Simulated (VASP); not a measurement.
# MgI2 (P-3m1) in VASP: a series of runs

The runs below take MgI2 through single point, with PBEsol.

Program: VASP 6.6.1. These are calculated values, not measurements. Logs are shortened: lines on timing, memory, paths and dates and some standing lists are left out, and cuts for length are marked.

### 1 The cell of the first run

The structure is trigonal, space group P-3m1 (No. 164). The conventional cell has a = 3.945 Å, b = 3.945 Å, c = 7.214 Å, α = 90.00°, β = 90.00°, γ = 120.00°. Within 3.8 Å of Mg (site symmetry -3m) lie 6 I at 2.86 Å. I (site symmetry 3m) has 3 Mg at 2.86 Å within 3.8 Å.

### 2 Single point, PBEsol (biaxial strain in the a-b plane: -4.5 %)

The input, INCAR:

```
PREC = Accurate
ENCUT = 520
EDIFF = 1E-6
ISMEAR = 0
SIGMA = 0.02
LREAL = False
LASPH = True
NELM = 100
ALGO = Normal
ISIF = 2
LWAVE = False
LCHARG = False
GGA = PS
NBANDS = 15
```

The input, KPOINTS:

```
regular mesh
0
Gamma
  6 6 4
```

The input, POSCAR:

```
MgI2
1.0
    3.9448428829      0.0000000000      0.0000000000
   -1.9724214414      3.4163341505      0.0000000000
    0.0000000000      0.0000000000      7.2139923053
Mg I
1 2
Direct
    0.0000000000      0.0000000000      0.0000000000
    0.3333333333      0.6666666667      0.7600444435
    0.6666666667      0.3333333333      0.2399555565
```

Potentials or basis: VASP PAW PBE potentials, release 64 (Mg, I).

Command:

```bash
$ cat potpaw_PBE.64/Mg/POTCAR potpaw_PBE.64/I/POTCAR > POTCAR
$ mpirun -np 1 vasp_std > vasp.out
```

OUTCAR:

```text
PREC = Accurate
   ENCUT = 520
   EDIFF = 1E-6
   ISMEAR = 0
   LREAL = False
   LASPH = True
   NELM = 100
   ISIF = 2
   GGA = PS

 ion  position               nearest neighbor table
   1  0.000  0.000  0.000-   2 2.86   3 2.86   2 2.86   3 2.86   3 2.86   2 2.86
   2  0.333  0.667  0.760-   1 2.86   1 2.86   1 2.86
   3  0.667  0.333  0.240-   1 2.86   1 2.86   1 2.86

  LATTYP: Found a hexagonal cell.
 ALAT       =     3.9448428829
 C/A-ratio  =     1.8287147345

  Lattice vectors:

 A1 = (   3.9448428829,   0.0000000000,   0.0000000000)
 A2 = (  -1.9724214414,   3.4163341505,   0.0000000000)
 A3 = (   0.0000000000,   0.0000000000,   7.2139923053)

Analysis of symmetry for initial positions (statically):
=====================================================================
 Subroutine PRICEL returns:
 Original cell was already a primitive cell.

 Routine SETGRP: Setting up the symmetry group for a
 hexagonal supercell.

 Subroutine GETGRP returns: Found 12 space group operations
 (whereof 12 operations were pure point group operations)
 out of a pool of 24 trial point group operations.

The static configuration has the point symmetry D_3d.

Analysis of symmetry for dynamics (positions and initial velocities):
=====================================================================
 Subroutine PRICEL returns:
 Original cell was already a primitive cell.

 Routine SETGRP: Setting up the symmetry group for a
 hexagonal supercell.

 Subroutine GETGRP returns: Found 12 space group operations
 (whereof 12 operations were pure point group operations)
 out of a pool of 24 trial point group operations.

The dynamic configuration has the point symmetry D_3d.

 Subroutine INISYM returns: Found 12 space group operations
 (whereof 12 operations are pure point group operations),
 and found     1 'primitive' translations

----------------------------------------------------------------------------------------

                                     Primitive cell

  volume of cell :      97.2223

  direct lattice vectors                    reciprocal lattice vectors
     3.944842883  0.000000000  0.000000000     0.253495521  0.146355707  0.000000000
    -1.972421441  3.416334150  0.000000000     0.000000000  0.292711414  0.000000000
     0.000000000  0.000000000  7.213992305     0.000000000  0.000000000  0.138619499

  length of vectors
     3.944842883  3.944842883  7.213992305     0.292711414  0.292711414  0.138619499

  position of ions in fractional coordinates (direct lattice)
     0.000000000  0.000000000  0.000000000
     0.333333333  0.666666667  0.760044443
     0.666666667  0.333333333  0.239955556

  ion indices of the primitive-cell ions
   primitive index   ion index
                 1           1
                 2           2
                 3           3

----------------------------------------------------------------------------------------

 KPOINTS: regular mesh

Automatic generation of k-mesh.
 Grid dimensions read from file:
 generate k-points for:    6    6    4

 Generating k-lattice:

  Cartesian coordinates                     Fractional coordinates (reciprocal lattice)
     0.042249253  0.024392618  0.000000000     0.166666667 -0.000000000  0.000000000
     0.000000000  0.048785236  0.000000000     0.000000000  0.166666667  0.000000000
     0.000000000  0.000000000  0.034654875     0.000000000  0.000000000  0.250000000

  Length of vectors
     0.048785236  0.048785236  0.034654875

  Shift w.r.t. Gamma in fractional coordinates (k-lattice)
     0.000000000  0.000000000  0.000000000

 Subroutine IBZKPT returns following result:
 ===========================================

 Found     24 irreducible k-points:

 Following reciprocal coordinates:
            Coordinates               Weight
  0.000000  0.000000  0.000000      1.000000
  0.166667  0.000000  0.000000      6.000000
  0.333333  0.000000  0.000000      6.000000
  0.500000  0.000000  0.000000      3.000000
  0.166667  0.166667  0.000000      6.000000
  0.333333  0.166667  0.000000     12.000000
[... 16 lines left out ...]
  0.333333  0.166667  0.500000     12.000000
  0.333333  0.333333  0.500000      2.000000
   k-points           NKPTS =     24   k-points in BZ     NKDIM =     24   number of bands    NBANDS=     15
   number of dos      NEDOS =    301   number of ions     NIONS =      3
   total plane-waves  NPLWV =  48600
   dimension x,y,z NGX =    30 NGY =   30 NGZ =   54
   dimension x,y,z NGXF=    60 NGYF=   60 NGZF=  108
   ions per type =               1   2
   NGX,Y,Z   is equivalent  to a cutoff of  12.64, 12.64, 12.44 a.u.
   NGXF,Y,Z  is equivalent  to a cutoff of  25.29, 25.29, 24.89 a.u.
 SYSTEM =  unknown system
   PREC   = accura    normal or accurate (medium, high low for compatibility)
   ISTART =      0    job   : 0-new  1-cont  2-samecut
   ICHARG =      2    charge: 1-file 2-atom 10-const
   ISPIN  =      1    spin polarized calculation?
   LNONCOLLINEAR =      F non collinear calculations
   LSORBIT =      F    spin-orbit coupling
   LASPH  =      T    aspherical Exc in radial PAW
   ENCUT  =  520.0 eV  38.22 Ry    6.18 a.u.   7.33  7.33 13.41*2*pi/ulx,y,z
   NELM   =    100;   NELMIN=  2; NELMDL= -5     # of ELM steps
   EDIFF  = 0.1E-05   stopping-criterion for ELM
   LREAL  =      F    real-space projection
   EDIFFG = 0.1E-04   stopping-criterion for IOM
   NSW    =      0    number of steps for IOM
   IBRION =     -1    ionic relax: 0-MD 1-quasi-New 2-CG
   NFREE  =      0    steps in history (QN), initial steepest desc. (CG)
   ISIF   =      2    stress and relaxation
   ISYM   =      2    0-nonsym 1-usesym 2-fastsym
   POTIM  = 0.5000    time-step for ionic-motion
   TEBEG  =    0.0;   TEEND  =   0.0 temperature during run
   PSTRESS=    0.0 pullay stress
   NELECT =      16.0000    total number of electrons
   NUPDOWN=      -1.0000    fix difference up-down
   EMIN   =  10.00;   EMAX   =-10.00  energy-range for DOS
   EFERMI =   0.00;   METHOD = LEGACY
   ISMEAR =     0;   SIGMA  =   0.02  broadening in eV -4-tet -1-fermi 0-gaus
   EFERMI_NEDOS =   21; number of points for ismear=-14 and -15
   IALGO  =     38    algorithm
   IMIX   =      4    mixing-type and parameters
     AMIX     =   0.40;   BMIX     =  1.00
     AMIX_MAG =   1.60;   BMIX_MAG =  1.00
  volume/ion in A,a.u.               =      32.41       218.70
  Fermi-wavevector in a.u.,A,eV,Ry     =   0.897139  1.695346 10.950755  0.804858
  Thomas-Fermi vector in A             =   2.019685
   LORBIT       =      0    0 simple, 1 ext, 2 COOP (PROOUT), +10 PAW based schemes
   GGA     = PS    functional components
   LHFCALC =     F    Hartree Fock is set to
   AEXX    =    0.0000 exact exchange contribution
   IVDW    =     0    specifies the selected vdW correction
   LEPSILON=     F    determine dielectric tensor
   LRPA    =     F    only Hartree local field effects (RPA)
 non-spin polarized calculation
 Gauss-broadening in eV      SIGMA  =   0.02
  energy-cutoff  :      520.00
  volume of cell :       97.22
 maximum number of plane-waves:      2649
 NGX is ok and might be reduce to    30
   NGX = 15   NGY = 15   NGZ = 27

 number of electron      16.0000002 magnetization

 Free energy of the ion-electron system (eV)
  ---------------------------------------------------
  ext. energy  EPLUGINS =         0.00000000
  ---------------------------------------------------
  free energy    TOTEN  =        -8.34019604 eV

  energy without entropy =       -8.34019604  energy(sigma->0) =       -8.34019604

 E-fermi :   3.0195     XC(G=0):  -8.5657

 val. band max:        2.9372189149   @ k =   0.0000   0.0000   0.0000
 cond. band min:       6.2365559418   @ k =   0.5000   0.0000   0.5000
 fundamental gap:      3.2993370269
 Fermi energy:         3.0194874306

 k-point     1 :       0.0000    0.0000    0.0000
  band No.  band energies     occupation
      1      -9.6874      2.00000
      2      -9.0331      2.00000
      3      -1.2489      2.00000
      4       2.2238      2.00000
      5       2.6079      2.00000
      6       2.6079      2.00000
      7       2.9372      2.00000
      8       2.9372      2.00000
      9       6.6468      0.00000
     10       7.8252      0.00000
     11       9.5304      0.00000
     12       9.8387      0.00000
     13       9.8387      0.00000
     14      11.0381      0.00000
     15      11.0381      0.00000

 k-point     2 :       0.1667    0.0000    0.0000
  band No.  band energies     occupation
      1      -9.5047      2.00000
      2      -8.9090      2.00000
      3      -1.0140      2.00000
      4       1.3422      2.00000
      5       1.8055      2.00000
      6       2.2159      2.00000
      7       2.2472      2.00000
      8       2.7942      2.00000
      9       7.5222      0.00000
     10       8.2629      0.00000
     11       9.2278      0.00000
     12       9.7490      0.00000
     13      10.2284      0.00000
     14      10.8892      0.00000
     15      11.2702      0.00000

 k-point     3 :       0.3333    0.0000    0.0000
  band No.  band energies     occupation
      1      -9.0656      2.00000
      2      -8.6591      2.00000
      3      -0.7315      2.00000
      4      -0.1984      2.00000
      5       0.4465      2.00000
      6       1.7255      2.00000
      7       1.9988      2.00000
      8       2.4494      2.00000
      9       6.9466      0.00000
     10       8.0718      0.00000
     11       8.2804      0.00000
     12       9.8256      0.00000
     13      10.0833      0.00000
     14      10.9462      0.00000
     15      12.3572      0.00000
[... 343 lines left out ...]
 k-point    23 :       0.3333    0.1667    0.5000
  band No.  band energies     occupation
      1      -8.7343      2.00000
      2      -8.6049      2.00000
      3      -1.0016      2.00000
      4      -0.5618      2.00000
      5       0.7079      2.00000
      6       0.9882      2.00000
      7       1.7073      2.00000
      8       1.8826      2.00000
      9       6.9947      0.00000
     10       7.8975      0.00000
     11       8.7045      0.00000
     12       9.6960      0.00000
     13       9.8160      0.00000
     14      10.7895      0.00000
     15      12.4734      0.00000

 k-point    24 :       0.3333    0.3333    0.5000
  band No.  band energies     occupation
      1      -8.5654      2.00000
      2      -8.5654      2.00000
      3      -0.6952      2.00000
      4      -0.2700      2.00000
      5      -0.2700      2.00000
      6       0.1748      2.00000
      7       1.8365      2.00000
      8       1.8365      2.00000
      9       7.4130      0.00000
     10       8.0587      0.00000
     11       8.0587      0.00000
     12       9.6233      0.00000
     13      11.7518      0.00000
     14      11.7637      0.00000
     15      11.9712      0.00000

------------------------ aborting loop because EDIFF is reached ----------------------------------------

  FORCE on cell =-STRESS in cart. coord.  units (eV):
  Direction    XX          YY          ZZ          XY          YZ          ZX
  --------------------------------------------------------------------------------------
  -------------------------------------------------------------------------------------
  Total        1.8887766      1.8887766      0.0525531      0.0000000     -0.0000000      0.0000000
  in kB       31.1261526     31.1261526      0.8660510      0.0000000     -0.0000000      0.0000000
  external PRESSURE =      21.0394521 kB  Pullay stress =       0.0000000 kB

 VOLUME and BASIS-vectors are now :
 -----------------------------------------------------------------------------
  energy-cutoff  :      520.00
  volume of cell :       97.22
      direct lattice vectors                 reciprocal lattice vectors
     3.944842883  0.000000000  0.000000000     0.253495521  0.146355707  0.000000000
    -1.972421441  3.416334150  0.000000000     0.000000000  0.292711414  0.000000000
     0.000000000  0.000000000  7.213992305     0.000000000  0.000000000  0.138619499

 POSITION                                       TOTAL-FORCE (eV/Angst)
 -----------------------------------------------------------------------------------
      0.00000      0.00000      0.00000        -0.000000      0.000000      0.000000
     -0.00000      2.27756      5.48295        -0.000000      0.000000     -0.023001
      1.97242      1.13878      1.73104         0.000000     -0.000000      0.023001
 -----------------------------------------------------------------------------------
    total drift:                                0.000000     -0.000000      0.000000

  FREE ENERGIE OF THE ION-ELECTRON SYSTEM (eV)
  ---------------------------------------------------
  free  energy   TOTEN  =        -8.3401960442 eV

  energy  without entropy=       -8.3401960442  energy(sigma->0) =       -8.34019604
```

Wall time 33 s (1 thread of Intel Xeon Platinum 8259CL at 2.50GHz (Skylake/Cascade Lake), shared host); peak memory 0.22 GiB.

What came out:

```yaml
Free_energy: -8.3402 eV
Pressure: 2.1 GPa
Largest_force: 0.023 eV/Å
Band_gap_on_the_k_mesh: 3.30 eV, indirect (least direct gap 3.71 eV)
```

Forces on the atoms (eV/Å):
```
Mg   0.000  0.000  0.000
I    0.000  0.000 -0.023
I    0.000  0.000  0.023
```

Levels at points of the mesh, in eV from the valence-band top:
```
           k point  band 5  band 6  band 7  band 8  band 9  band 10  band 11  band 12
(0.00, 0.00, 0.00)   -0.33   -0.33    0.00    0.00    3.71     4.89     6.59     6.90
(0.50, 0.00, 0.00)   -2.32   -1.43   -1.34   -0.65    3.49     4.88     5.01     6.95
(0.00, 0.00, 0.50)   -0.26   -0.26   -0.07   -0.07    4.92     4.93     6.79     6.79
(0.50, 0.00, 0.50)   -1.73   -1.31   -1.29   -0.82    3.30     4.66     4.93     5.58
```

Caveat: the cell differs from its parent crystal (biaxial strain in the a-b plane: -4.5 %); the PAW data sets were made with another functional, which shifts forces and pressure a little; spin-orbit coupling is left out, which moves the levels of the heavy elements; this functional lacks dispersion, which binds the layers, so the pressure and a relaxed spacing across them are unreliable.

### 3 Single point, PBEsol (biaxial strain in the a-b plane: -3.0 %, then relaxed in part)

The input, INCAR:

```
  PREC = Accurate
  ENCUT = 520
  EDIFF = 1E-7
  ISMEAR = 0
  SIGMA = 0.02
  LREAL = F
  LASPH = T
  NELM = 80
  ALGO = Normal
  ISIF = 2
  LWAVE = F
  LCHARG = T
  GGA = PS
  LELF = T
  LVHAR = T
  NBANDS = 15
```

The input, KPOINTS:

```
Automatic mesh
0
Gamma
  6 6 4
```

The input, POSCAR:

```
MgI2
1.0
    4.0068037659      0.0000000000      0.0000000000
   -2.0034018829      3.4699938492      0.0000000000
    0.0000000000      0.0000000000      7.1386914626
Mg I
1 2
Direct
    0.0000000000      0.0000000000      0.0000000000
    0.3333333333      0.6666666667      0.7600444435
    0.6666666667      0.3333333333      0.2399555565
```

Potentials or basis: VASP PAW PBE potentials, release 64 (Mg, I).

Command:

```bash
$ cat potpaw_PBE.64/Mg/POTCAR potpaw_PBE.64/I/POTCAR > POTCAR
$ mpirun -np 1 vasp_std > vasp.out
```

Run time: 34 s. Hardware: 1 thread of Intel Xeon Platinum 8259CL at 2.50GHz (Skylake/Cascade Lake), shared host; peak memory 0.22 GiB.

It converged, with:

- Free energy: -8.3876 eV
- Pressure: 1.3 GPa
- Band gap on the k mesh: 3.39 eV, indirect (least direct gap 3.72 eV)

Forces on the atoms (eV/Å):
```
Mg   0.000  0.000  0.000
I    0.000  0.000  0.003
I    0.000  0.000 -0.003
```

Stress tensor (GPa, compression positive):
```
 1.89  0.00  0.00
 0.00  1.89  0.00
 0.00  0.00 -0.01
```

Levels at points of the mesh, in eV from the valence-band top:
| k point | band 5 | band 6 | band 7 | band 8 | band 9 | band 10 | band 11 | band 12 |
| --- | --- | --- | --- | --- | --- | --- | --- | --- |
| (0.00, 0.00, 0.00) | -0.34 | -0.34 | 0.00 | 0.00 | 3.72 | 4.84 | 6.82 | 6.85 |
| (0.50, 0.00, 0.00) | -2.14 | -1.38 | -1.17 | -0.57 | 3.55 | 5.08 | 5.10 | 6.97 |
| (0.00, 0.00, 0.50) | -0.27 | -0.27 | -0.07 | -0.07 | 4.83 | 4.89 | 6.72 | 6.72 |
| (0.50, 0.00, 0.50) | -1.53 | -1.25 | -1.11 | -0.75 | 3.39 | 4.84 | 5.14 | 5.72 |

Caveat: the cell differs from its parent crystal (biaxial strain in the a-b plane: -3.0 %, then relaxed in part); the PAW data sets were made with another functional, which shifts forces and pressure a little; spin-orbit coupling is left out, which moves the levels of the heavy elements; this functional lacks dispersion, which binds the layers, so the pressure and a relaxed spacing across them are unreliable. A k mesh can miss the band edges.
